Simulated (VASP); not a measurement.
# TaAs3Pt2 (Imm2) in VASP: single point with PBEsol

Aim: the single point of TaAs3Pt2 with PBEsol.

All numbers are computed with VASP 6.6.1; they aren't measurements. Logs are shortened: lines on timing, memory, paths and dates and some standing lists are left out, and cuts for length are marked.

## Step 1: The cell of the first run

The structure is orthorhombic, space group Imm2 (No. 44). The conventional cell has a = 5.353 Å, b = 5.566 Å, c = 6.853 Å, α = 90.00°, β = 90.00°, γ = 90.00°. Ta (site symmetry mm2) has 10 As at 2.77 to 3.45 Å and 6 Pt at 2.96 to 3.13 Å within 3.6 Å. Within 3.4 Å of As (site symmetry m) lie 4 Pt at 2.54 to 2.62 Å and 5 As at 2.67 to 3.33 Å and 3 Ta at 2.77 to 3.25 Å. Within 3.5 Å of As (site symmetry mm2) lie 6 Pt at 2.60 to 3.25 Å and 4 Ta at 3.01 to 3.45 Å and 6 As at 3.11 to 3.33 Å. Within 3.4 Å of Pt (site symmetry m) lie 7 As at 2.54 to 3.25 Å and 2 Pt at 2.71 to 2.85 Å and 3 Ta at 2.96 to 3.13 Å.

## Step 2: Single point, PBEsol

The input, INCAR:

```
PREC = Accurate ; ENCUT = 520
EDIFF = 1E-7 ; ISMEAR = -1
SIGMA = 0.03 ; LREAL = False
LASPH = True ; NELM = 80
ALGO = Normal ; ISIF = 2
LWAVE = False ; LCHARG = False
GGA = PS ; NBANDS = 32
```

The input, KPOINTS:

```
regular mesh
0
Gamma
  6 6 6
```

The input, POSCAR:

```
TaAs3Pt2
1.0
   -2.6766441989      2.7831297331      3.4264572775
    2.6766441989     -2.7831297331      3.4264572775
    2.6766441989      2.7831297331     -3.4264572775
Ta As Pt
1 3 2
Direct
   -0.0023725049     -0.0023725049      0.0000000000
    0.6444137906      0.3937854322      0.7493716415
    0.6444137906      0.8950421491      0.2506283585
    0.1989512667      0.6989512667      0.5000000000
    0.6260062535      0.3822968284      0.2437094251
    0.1385874033      0.3822968284      0.7562905749
```

Potentials or basis: VASP PAW PBE potentials, release 64 (Ta_pv, As, Pt).

Run with:

```
$ cat potpaw_PBE.64/Ta_pv/POTCAR potpaw_PBE.64/As/POTCAR potpaw_PBE.64/Pt/POTCAR > POTCAR
$ mpirun -np 1 vasp_std > vasp.out
```

OUTCAR:

```text
PREC = Accurate
   ENCUT = 520
   EDIFF = 1E-7
   ISMEAR = -1
   LREAL = False
   LASPH = True
   NELM = 80
   ISIF = 2
   GGA = PS

 ion  position               nearest neighbor table
   1  0.998  0.998  0.000-   2 2.77   3 2.77   6 2.96   5 2.96   4 3.01   4 3.01   5 3.13   6 3.13
                             6 3.13   5 3.13   2 3.25   3 3.25   3 3.25   2 3.25
   2  0.644  0.394  0.749-   5 2.54   6 2.54   6 2.62   5 2.62   3 2.67   3 2.68   1 2.77   1 3.25
                             1 3.25
   3  0.644  0.895  0.251-   6 2.54   5 2.54   5 2.62   6 2.62   2 2.67   2 2.68   1 2.77   1 3.25
                             1 3.25
   4  0.199  0.699  0.500-   5 2.60   6 2.60   1 3.01   1 3.01
   5  0.626  0.382  0.244-   2 2.54   3 2.54   4 2.60   3 2.62   2 2.62   6 2.71   6 2.85   1 2.96
                             1 3.13   1 3.13
   6  0.139  0.382  0.756-   3 2.54   2 2.54   4 2.60   2 2.62   3 2.62   5 2.71   5 2.85   1 2.96
                             1 3.13   1 3.13

  LATTYP: Found a body centered orthorhombic cell.
 ALAT       =     5.3532883978
 B/A-ratio  =     1.0397832234
 C/A-ratio  =     1.2801317706

  Lattice vectors:

 A1 = (  -2.6766441989,   2.7831297331,   3.4264572775)
 A2 = (   2.6766441989,  -2.7831297331,   3.4264572775)
 A3 = (   2.6766441989,   2.7831297331,  -3.4264572775)

Analysis of symmetry for initial positions (statically):
=====================================================================
 Subroutine PRICEL returns:
 Original cell was already a primitive cell.

 Routine SETGRP: Setting up the symmetry group for a
 body centered orthorhombic supercell.

 Subroutine GETGRP returns: Found  4 space group operations
 (whereof  4 operations were pure point group operations)
 out of a pool of  8 trial point group operations.

The static configuration has the point symmetry C_2v.

Analysis of symmetry for dynamics (positions and initial velocities):
=====================================================================
 Subroutine PRICEL returns:
 Original cell was already a primitive cell.

 Routine SETGRP: Setting up the symmetry group for a
 body centered orthorhombic supercell.

 Subroutine GETGRP returns: Found  4 space group operations
 (whereof  4 operations were pure point group operations)
 out of a pool of  8 trial point group operations.

The dynamic configuration has the point symmetry C_2v.

 Subroutine INISYM returns: Found  4 space group operations
 (whereof  4 operations are pure point group operations),
 and found     1 'primitive' translations

----------------------------------------------------------------------------------------

                                     Primitive cell

  volume of cell :     102.1009

  direct lattice vectors                    reciprocal lattice vectors
    -2.676644199  2.783129733  3.426457277     0.000000000  0.179653860  0.145923314
     2.676644199 -2.783129733  3.426457277     0.186801070  0.000000000  0.145923314
     2.676644199  2.783129733 -3.426457277     0.186801070  0.179653860  0.000000000

  length of vectors
     5.162445617  5.162445617  5.162445617     0.231450044  0.237040615  0.259172046

  position of ions in fractional coordinates (direct lattice)
     0.997627495  0.997627495  0.000000000
     0.644413791  0.393785432  0.749371641
     0.644413791  0.895042149  0.250628359
     0.198951267  0.698951267  0.500000000
     0.626006254  0.382296828  0.243709425
     0.138587403  0.382296828  0.756290575

  ion indices of the primitive-cell ions
   primitive index   ion index
                 1           1
                 2           2
                 3           3
                 4           4
                 5           5
                 6           6

----------------------------------------------------------------------------------------

 KPOINTS: regular mesh

Automatic generation of k-mesh.
 Grid dimensions read from file:
 generate k-points for:    6    6    6

 Generating k-lattice:

  Cartesian coordinates                     Fractional coordinates (reciprocal lattice)
     0.000000000  0.029942310  0.024320552     0.166666667  0.000000000 -0.000000000
     0.031133512  0.000000000  0.024320552     0.000000000  0.166666667  0.000000000
     0.031133512  0.029942310  0.000000000    -0.000000000  0.000000000  0.166666667

  Length of vectors
     0.038575007  0.039506769  0.043195341

  Shift w.r.t. Gamma in fractional coordinates (k-lattice)
     0.000000000  0.000000000  0.000000000

 Subroutine IBZKPT returns following result:
 ===========================================

 Found     46 irreducible k-points:

 Following reciprocal coordinates:
            Coordinates               Weight
  0.000000  0.000000  0.000000      1.000000
  0.166667 -0.000000  0.000000      4.000000
  0.333333 -0.000000  0.000000      4.000000
  0.500000 -0.000000  0.000000      2.000000
 -0.000000  0.166667  0.000000      4.000000
  0.166667  0.166667  0.000000      8.000000
[... 16 lines left out ...]
 -0.166667  0.166667  0.166667      2.000000
  0.166667  0.333333  0.166667      4.000000
 [... further k-points ...]
   k-points           NKPTS =     46   k-points in BZ     NKDIM =     46   number of bands    NBANDS=     32
   number of dos      NEDOS =    301   number of ions     NIONS =      6
   total plane-waves  NPLWV =  64000
   dimension x,y,z NGX =    40 NGY =   40 NGZ =   40
   dimension x,y,z NGXF=    80 NGYF=   80 NGZF=   80
   ions per type =               1   3   2
   NGX,Y,Z   is equivalent  to a cutoff of  12.88, 12.88, 12.88 a.u.
   NGXF,Y,Z  is equivalent  to a cutoff of  25.76, 25.76, 25.76 a.u.
 SYSTEM =  unknown system
   PREC   = accura    normal or accurate (medium, high low for compatibility)
   ISTART =      0    job   : 0-new  1-cont  2-samecut
   ICHARG =      2    charge: 1-file 2-atom 10-const
   ISPIN  =      1    spin polarized calculation?
   LNONCOLLINEAR =      F non collinear calculations
   LSORBIT =      F    spin-orbit coupling
   LASPH  =      T    aspherical Exc in radial PAW
   ENCUT  =  520.0 eV  38.22 Ry    6.18 a.u.   9.60  9.60  9.60*2*pi/ulx,y,z
   NELM   =     80;   NELMIN=  2; NELMDL= -5     # of ELM steps
   EDIFF  = 0.1E-06   stopping-criterion for ELM
   LREAL  =      F    real-space projection
   EDIFFG = 0.1E-05   stopping-criterion for IOM
   NSW    =      0    number of steps for IOM
   IBRION =     -1    ionic relax: 0-MD 1-quasi-New 2-CG
   NFREE  =      0    steps in history (QN), initial steepest desc. (CG)
   ISIF   =      2    stress and relaxation
   ISYM   =      2    0-nonsym 1-usesym 2-fastsym
   POTIM  = 0.5000    time-step for ionic-motion
   TEBEG  =    0.0;   TEEND  =   0.0 temperature during run
   PSTRESS=    0.0 pullay stress
   NELECT =      46.0000    total number of electrons
   NUPDOWN=      -1.0000    fix difference up-down
   EMIN   =  10.00;   EMAX   =-10.00  energy-range for DOS
   EFERMI =   0.00;   METHOD = LEGACY
   ISMEAR =    -1;   SIGMA  =   0.03  broadening in eV -4-tet -1-fermi 0-gaus
   EFERMI_NEDOS =   21; number of points for ismear=-14 and -15
   IALGO  =     38    algorithm
   IMIX   =      4    mixing-type and parameters
     AMIX     =   0.40;   BMIX     =  1.00
     AMIX_MAG =   1.60;   BMIX_MAG =  1.00
  volume/ion in A,a.u.               =      17.02       114.84
  Fermi-wavevector in a.u.,A,eV,Ry     =   1.255021  2.371646 21.430231  1.575078
  Thomas-Fermi vector in A             =   2.388798
   LORBIT       =      0    0 simple, 1 ext, 2 COOP (PROOUT), +10 PAW based schemes
   GGA     = PS    functional components
   LHFCALC =     F    Hartree Fock is set to
   AEXX    =    0.0000 exact exchange contribution
   IVDW    =     0    specifies the selected vdW correction
   LEPSILON=     F    determine dielectric tensor
   LRPA    =     F    only Hartree local field effects (RPA)
 non-spin polarized calculation
  energy-cutoff  :      520.00
  volume of cell :      102.10
 maximum number of plane-waves:      2783
 NGX is ok and might be reduce to    40
   NGX = 19   NGY = 19   NGZ = 19

 number of electron      46.0000003 magnetization

 Free energy of the ion-electron system (eV)
  ---------------------------------------------------
  ext. energy  EPLUGINS =         0.00000000
  ---------------------------------------------------
  free energy    TOTEN  =       -41.01349256 eV

  energy without entropy =      -41.00137973  energy(sigma->0) =      -41.00743615

 E-fermi :   8.4498     XC(G=0): -12.0976

 val. band max:        8.4359920485   @ k =  -0.3333  -0.3333   0.3333
 cond. band min:       8.4572136364   @ k =   0.3333   0.3333   0.1667
 fundamental gap:      0.0212215879
 Fermi energy:         8.4497507533

 k-point     1 :       0.0000    0.0000    0.0000
  band No.  band energies     occupation
      1     -27.2222      2.00000
      2     -27.1070      2.00000
      3     -26.9986      2.00000
      4      -6.4679      2.00000
      5      -2.4773      2.00000
      6      -2.3712      2.00000
[... 24 lines left out ...]
     31      11.9942      0.00000
     32      12.7913      0.00000

 k-point     2 :       0.1667   -0.0000    0.0000
  band No.  band energies     occupation
      1     -27.2225      2.00000
      2     -27.1071      2.00000
      3     -26.9988      2.00000
      4      -6.2850      2.00000
      5      -2.6572      2.00000
      6      -2.2948      2.00000
[... 24 lines left out ...]
     31      12.0008      0.00000
     32      12.3943      0.00000

 k-point     3 :       0.3333   -0.0000    0.0000
  band No.  band energies     occupation
      1     -27.2230      2.00000
      2     -27.1072      2.00000
      3     -26.9994      2.00000
      4      -5.8245      2.00000
      5      -3.1353      2.00000
      6      -2.1265      2.00000
[... 24 lines left out ...]
     31      12.0990      0.00000
     32      13.1774      0.00000

 k-point     4 :       0.5000   -0.0000    0.0000
  band No.  band energies     occupation
      1     -27.2233      2.00000
      2     -27.1073      2.00000
      3     -26.9996      2.00000
      4      -5.4999      2.00000
      5      -3.4827      2.00000
      6      -2.0326      2.00000
[... 654 lines left out ...]
     31      12.2575      0.00000
     32      12.7588      0.00000

 k-point    23 :      -0.1667    0.1667    0.1667
  band No.  band energies     occupation
      1     -27.2224      2.00000
      2     -27.1080      2.00000
      3     -26.9990      2.00000
      4      -5.8891      2.00000
      5      -3.4610      2.00000
      6      -2.2135      2.00000
[... 24 lines left out ...]
     31      11.9459      0.00000
     32      12.1282      0.00000

 k-point    24 :       0.1667    0.3333    0.1667
  band No.  band energies     occupation
      1     -27.2229      2.00000
      2     -27.1084      2.00000
      3     -26.9995      2.00000
      4      -4.6315      2.00000
      5      -4.3057      2.00000
      6      -2.9511      2.00000
[... 24 lines left out ...]
     31      12.4954      0.00000
     32      12.8167      0.00000

 [... further k-points ...]
[... 5 lines left out ...]
  --------------------------------------------------------------------------------------
  -------------------------------------------------------------------------------------
  Total        0.2169588      0.1315039      0.2151497      0.0000000      0.0000000      0.0000000
  in kB        3.4045400      2.0635736      3.3761514      0.0000000      0.0000000      0.0000000
  external PRESSURE =       2.9480883 kB  Pullay stress =       0.0000000 kB

 VOLUME and BASIS-vectors are now :
 -----------------------------------------------------------------------------
  energy-cutoff  :      520.00
  volume of cell :      102.10
      direct lattice vectors                 reciprocal lattice vectors
    -2.676644199  2.783129733  3.426457277     0.000000000  0.179653860  0.145923314
     2.676644199 -2.783129733  3.426457277     0.186801070  0.000000000  0.145923314
     2.676644199  2.783129733 -3.426457277     0.186801070  0.179653860  0.000000000

 POSITION                                       TOTAL-FORCE (eV/Angst)
 -----------------------------------------------------------------------------------
      0.00000      0.00000      6.83666        -0.000000     -0.000000      0.008146
      1.33496      2.78313      0.98966         0.005680     -0.000000     -0.020390
      1.34169     -0.00000      4.41611        -0.005680     -0.000000     -0.020390
      2.67664      0.00000      1.36340         0.000000      0.000000      0.025300
      0.00000      1.35655      2.61985        -0.000000     -0.016274      0.003666
      2.67664      1.42658     -0.80661        -0.000000      0.016274      0.003666
 -----------------------------------------------------------------------------------
    total drift:                                0.000000      0.000000     -0.000506

  FREE ENERGIE OF THE ION-ELECTRON SYSTEM (eV)
  ---------------------------------------------------
  free  energy   TOTEN  =       -41.0134925610 eV

  energy  without entropy=      -41.0013797303  energy(sigma->0) =      -41.00743615
```

Run time: 4.1 min. Hardware: 1 thread of Oxide Virtual Turin-like, shared host; peak memory 0.3 GiB.

Results:

```yaml
Free_energy: -41.0135 eV
Pressure: 0.3 GPa
Largest_force: 0.025 eV/Å
Band_gap_on_the_k_mesh: zero (bands 23 and 24 overlap by 0.63 eV)
```

Forces in eV/Å, atoms in the order of the input:
```
Ta   0.000  0.000  0.008
As   0.006  0.000 -0.020
As  -0.006  0.000 -0.020
As   0.000  0.000  0.025
Pt   0.000 -0.016  0.004
Pt   0.000  0.016  0.004
```

Levels at points of the mesh, in eV from the Fermi level:
| k point | band 21 | band 22 | band 23 | band 24 | band 25 | band 26 |
| --- | --- | --- | --- | --- | --- | --- |
| (0.00, 0.00, 0.00) | -2.17 | -1.60 | -0.45 | 0.25 | 0.71 | 1.02 |
| (0.50, 0.00, 0.00) | -1.95 | -0.91 | -0.80 | 0.10 | 0.61 | 0.86 |
| (0.00, 0.50, 0.00) | -1.47 | -0.63 | -0.37 | 0.23 | 0.52 | 1.00 |
| (0.50, 0.50, 0.00) | -1.41 | -0.77 | -0.71 | -0.36 | 0.64 | 0.83 |
| (0.50, 0.50, 0.50) | -0.25 | 0.14 | 0.27 | 0.53 | 0.58 | 1.63 |

Caveat: the PAW data sets were made with another functional, which shifts forces and pressure a little; spin-orbit coupling is left out, which moves the levels of the heavy elements.

The gap in the log of VASP goes by the Fermi energy; the results here count the filled bands.